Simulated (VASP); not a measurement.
ReOs3C, 5 atoms in the cell. Symmetry: Pm-3m, No. 221, cubic system. The conventional cell has a = 3.885 Å, b = 3.885 Å, c = 3.885 Å, α = 90.00°, β = 90.00°, γ = 90.00°. Within 3.6 Å of Re (site symmetry m-3m) lie 12 Os at 2.75 Å and 8 C at 3.36 Å. Os (site symmetry 4/mmm) has 2 C at 1.94 Å within 2.6 Å. Within 2.6 Å of C (site symmetry m-3m) lie 6 Os at 1.94 Å. 

```yaml
Program: VASP 6.6.1
Task: relaxation of cell and atoms
Functional: PBE
Potentials_or_basis: VASP PAW PBE potentials, release 64 (Re_sv_GW, Os_sv_GW, C)
Cutoff: 600 eV
k_mesh: 4 × 4 × 4
Occupations: gaussian, width 0.1 eV
Spin: no spin polarisation
Dipole_correction: no
Second_run: valence_matched
Further_INCAR_settings: ALGO = Normal; EDIFF = 1e-07; IBRION = 2; EDIFFG = -0.04; NSW = 90; ISIF = 3
```

Potentials or basis: VASP PAW PBE potentials, release 64 (Re_sv_GW, Os_sv_GW, C).

Launch:

```console
$ cat potpaw_PBE.64/Re_sv_GW/POTCAR potpaw_PBE.64/Os_sv_GW/POTCAR potpaw_PBE.64/C/POTCAR > POTCAR
$ mpirun -np 1 vasp_std > vasp.out
```

Hardware: 1 thread of Intel(R) Xeon(R) Platinum 8259CL CPU @ 2.50GHz (Skylake/Cascade Lake) (shared host).

Question: How long does it take, and how much memory?

Answer: It took 7.9 min on 1 thread of Intel(R) Xeon(R) Platinum 8259CL CPU @ 2.50GHz (Skylake/Cascade Lake), with other jobs on the host, peak memory 0.2 GiB. Counts: scf iterations 118, k points 10, ion steps 5.
